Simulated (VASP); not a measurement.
Si2Mo:

```
CELL_PARAMETERS angstrom
-1.60000 1.60000 3.93050
1.60000 -1.60000 3.93050
1.60000 1.60000 -3.93050
ATOMIC_POSITIONS crystal
Mo 0.00000 0.00000 0.00000
Si 0.66700 0.66700 0.00000
Si 0.33300 0.33300 0.00000
```

```yaml
Program: VASP 6.6.1
Task: relaxation of cell and atoms
Functional: PBE
Dispersion: D4
Potentials_or_basis: VASP PAW PBE potentials, release 64 (Mo_sv, Si)
Cutoff: 600 eV
k_mesh: 12 × 12 × 12
Occupations: fermi-dirac, width 0.05 eV
Spin: no spin polarisation
```

At the start: pressure -3.8 GPa; volume 13.42 Å³/atom.

Question: How do energy, volume and symmetry change on relaxing?

Answer: Over 5 steps the energy falls by 4.0 meV/atom and the volume is 13.20 Å³/atom (-1.6 %); space group I4/mmm (No. 139, to 0.05 Å).

Step by step:
```
step  energy change (eV)  largest force (eV/Å)  pressure (GPa)  volume (Å³)
   1              0.0000                0.2842           -3.81        40.25
   2              0.0144                0.0816            7.26        38.42
   3             -0.0108                0.1514            0.32        39.51
   4             -0.0121                0.0180            0.02        39.58
   5             -0.0121                0.0002            0.00        39.59
```

Final structure:
```cif
data_structure
_symmetry_space_group_name_H-M 'P 1'
_symmetry_Int_Tables_number 1
_cell_length_a 4.5062
_cell_length_b 4.5062
_cell_length_c 4.5062
_cell_angle_alpha 138.613
_cell_angle_beta 138.613
_cell_angle_gamma 59.966
_cell_volume 39.59
loop_
_atom_site_label
_atom_site_type_symbol
_atom_site_fract_x
_atom_site_fract_y
_atom_site_fract_z
_atom_site_occupancy
Mo1 Mo 0.00000 0.00000 0.00000 1
Si1 Si 0.66532 0.66532 0.00000 1
Si2 Si 0.33468 0.33468 0.00000 1
```

Caveat: pairwise dispersion overbinds metals, which lowers pressure and volume.
